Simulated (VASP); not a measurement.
Set up this calculation in VASP 6.6.1, as the native input.

```
Task                   : single point
Functional             : LDA
Potentials or basis    : VASP PAW LDA potentials, release 64 (Al, O)
Cutoff                 : 520 eV
k mesh                 : 6 × 6 × 6
Occupations            : gaussian, width 0.02 eV
Spin                   : no spin polarisation
Dipole correction      : no
Further INCAR settings : ALGO = Normal; EDIFF = 1e-07; NBANDS = 35
```

The structure of Al2O3 lies in POSCAR:

```
Al2O3
1.0
    2.3646158285      1.3652115851      4.2972708834
   -2.3646158285      1.3652115851      4.2972708834
    0.0000000000     -2.7304231703      4.2972708834
Al O
4 6
Direct
    0.3520257993      0.3520257993      0.3520257993
    0.1479742007      0.1479742007      0.1479742007
    0.6479742007      0.6479742007      0.6479742007
    0.8520257993      0.8520257993      0.8520257993
    0.5558582012      0.9441417988      0.2500000000
    0.2500000000      0.5558582012      0.9441417988
    0.9441417988      0.2500000000      0.5558582012
    0.4441417988      0.0558582012      0.7500000000
    0.7500000000      0.4441417988      0.0558582012
    0.0558582012      0.7500000000      0.4441417988
```

These files were run (other wordings do the same):

INCAR

```
PREC = Accurate
ENCUT = 520
EDIFF = 1E-7
ISMEAR = 0
SIGMA = 0.02
LREAL = F
LASPH = T
NELM = 60
ALGO = Normal
ISIF = 2
LWAVE = F
LCHARG = F
GGA = CA
NBANDS = 35
```

KPOINTS

```
Automatic mesh
0
Gamma
  6 6 6
```

Potentials or basis: VASP PAW LDA potentials, release 64 (Al, O).

Command:

```sh
$ cat potpaw_LDA.64/Al/POTCAR potpaw_LDA.64/O/POTCAR > POTCAR
$ mpirun -np 1 vasp_std > vasp.out
```

Results of the run:

The pressure is 0.9 GPa, the largest force is 0.012 eV/Å and the band gap on the k mesh is 6.44 eV.

Wall time 100 s on 1 thread of Intel(R) Xeon(R) Platinum 8259CL CPU @ 2.50GHz (Skylake/Cascade Lake) (shared host), peak memory 0.22 GiB.
